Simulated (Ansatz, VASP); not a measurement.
**One calculation of Pd3Pt, two programs**

```
Pd Pt
1.0
     0.00000    3.14264    3.14264
     3.14264    0.00000    3.14264
     3.14264    3.14264    0.00000
Pd Pt
3 1
Direct
  0.25000 0.25000 0.25000
  0.75000 0.75000 0.75000
  0.50000 0.50000 0.50000
  0.00000 0.00000 0.00000
```

Change from the starting cell: species swapped into the TaW3 type (Fm-3m, No. 225).

Alike in both runs: functional PBE; k mesh 6 × 6 × 6; occupations gaussian, width 0.1 eV; no spin polarisation.

Ansatz relaxed the structure, and its values are those at the end. VASP's run is a single point on that final structure, the one shown.

```csv
,VASP,Ansatz
version,VASP 6.6.1,Ansatz 0.2.0
potentials or method,"VASP PAW PBE potentials, release 64 (Pd, Pt), cutoff 520 eV","scalar-relativistic, plane waves, PAW"
valence electrons in the cell,40,72
```

|  | VASP | Ansatz | Ansatz less VASP |
| --- | --- | --- | --- |
| gap on the k mesh at the Fermi level (eV) | none | none | - |
| pressure (GPa) | -0.4 | -0.1 | +0.36 |

A gap of «none» marks a metal or a gap that the smearing closes. VASP's potentials hold 40 valence electrons a cell and Ansatz's 72, so a difference there can come from the potentials and not from the codes.

Neither program's run includes spin-orbit coupling.
